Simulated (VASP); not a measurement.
A run of VASP 6.6.1:

File INCAR:

```
SYSTEM = PbSe
PREC     = Accurate       ! precision mode
ENCUT    = 520            ! plane-wave cutoff, eV
EDIFF    = 1E-6           ! SCF threshold, eV
ISMEAR   = 0              ! smearing method
SIGMA    = 0.01           ! smearing width, eV
LREAL    = .False.        ! projectors in reciprocal space
LASPH    = .True.         ! aspherical terms in the spheres
NELM     = 60             ! most SCF steps
ALGO     = Normal         ! electronic algorithm
ISIF     = 2              ! what is computed and relaxed
LWAVE    = .False.        ! write WAVECAR
LCHARG   = .False.        ! write CHGCAR
NBANDS   = 17             ! bands
```

KPOINTS

```
regular mesh
0
Gamma
  4 4 4
  0 0 0
```

POSCAR

```
PbSe
1.0
    0.0000000000      3.0696893648      3.0696893648
    3.0696893648      0.0000000000      3.0696893648
    3.0696893648      3.0696893648      0.0000000000
Pb Se
1 1
Direct
    0.0000000000      0.0000000000      0.0000000000
    0.5000000000      0.5000000000      0.5000000000
```

Potentials or basis: VASP PAW LDA potentials, release 64 (Pb_d, Se).

Launch:

```sh
$ cat potpaw_LDA.64/Pb_d/POTCAR potpaw_LDA.64/Se/POTCAR > POTCAR
$ mpirun -np 1 vasp_std > vasp.out
```

Hardware: 1 thread of Intel Xeon 8259CL, on a shared host.

Task: How long does it take, and how much memory?

Result: It took 15 s on 1 thread of Intel Xeon 8259CL (shared host), peak memory 0.15 GiB. Counts: scf iterations 12, k points 8.
